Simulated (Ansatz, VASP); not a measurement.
## CdSe: VASP beside Ansatz

The input INCAR:

```
SYSTEM = CdSe
ALGO = Normal
EDIFF = 1E-7
EDIFFG = -0.002
ENCUT = 500
GGA = PS
GGA_COMPAT = .FALSE.
IBRION = 2
ISIF = 3
ISMEAR = 0
LASPH = .TRUE.
LCHARG = .FALSE.
LREAL = .FALSE.
LWAVE = .FALSE.
NELM = 120
NELMIN = 4
NSW = 100
PREC = Accurate
SIGMA = 0.1
```

KPOINTS

```
k-points
0
G
  6 6 4
  0 0 0
```

POSCAR

```
CdSe
1.0
    4.6835207238      0.0000000000      0.0000000000
   -2.3417603619      4.0560479260      0.0000000000
    0.0000000000      0.0000000000      5.6307087645
Cd Se
2 2
Direct
    0.3333333333      0.6666666667      0.0000000000
    0.6666666667      0.3333333333      0.5000000000
    0.3333333333      0.6666666667      0.5000000000
    0.6666666667      0.3333333333      1.0000000000
```

Input for Ansatz:

```yaml
crystal:
  lattice:
    - [4.6835207238, 0.0, 0.0]
    - [-2.3417603619, 4.056047926, 0.0]
    - [0.0, 0.0, 5.6307087645]
  atoms:
    - { symbol: Cd, position: [0.3333333333, 0.6666666667, 0.0] }
    - { symbol: Cd, position: [0.6666666667, 0.3333333333, 0.5] }
    - { symbol: Se, position: [0.3333333333, 0.6666666667, 0.5] }
    - { symbol: Se, position: [0.6666666667, 0.3333333333, 1.0] }
basis:
  ecutwfc: 420
kpoints:
  mp_grid: { grid: [6, 6, 4] }
hamiltonian:
  xc: pbesol
scf:
  occupations: { method: gaussian, width: 0.1 }
output:
  forces: true
  stress: true
  eigenvalues: true
relax:
  adjacent_minimum: "off"
  f_tol: 0.002
  max_steps: 80
  cell: { stress_tol: 0.02 }
```

Alike in both runs: task relaxation of cell and atoms; functional PBEsol; k mesh 6 × 6 × 4; occupations gaussian, width 0.1 eV; no spin polarisation.

|  | VASP | Ansatz |
| --- | --- | --- |
| version | VASP 6.6.1 | Ansatz 0.2.0 |
| potentials or method | VASP PAW PBE potentials, release 64 (Cd, Se), cutoff 500 eV | scalar-relativistic, plane waves, PAW |
| valence electrons in the cell | 36 | 72 |

|  | VASP | Ansatz | Ansatz less VASP |
| --- | --- | --- | --- |
| relaxed volume (Å³/atom) | 26.90 | 26.73 | -0.170 |
| relaxed length of the cell vector where the two differ most in proportion (Å) | 4.587 | 4.574 | -0.0128 |

VASP's potentials were made for PBE, not for PBEsol. VASP's potentials hold 36 valence electrons a cell and Ansatz's 72, so a difference there can come from the potentials and not from the codes.
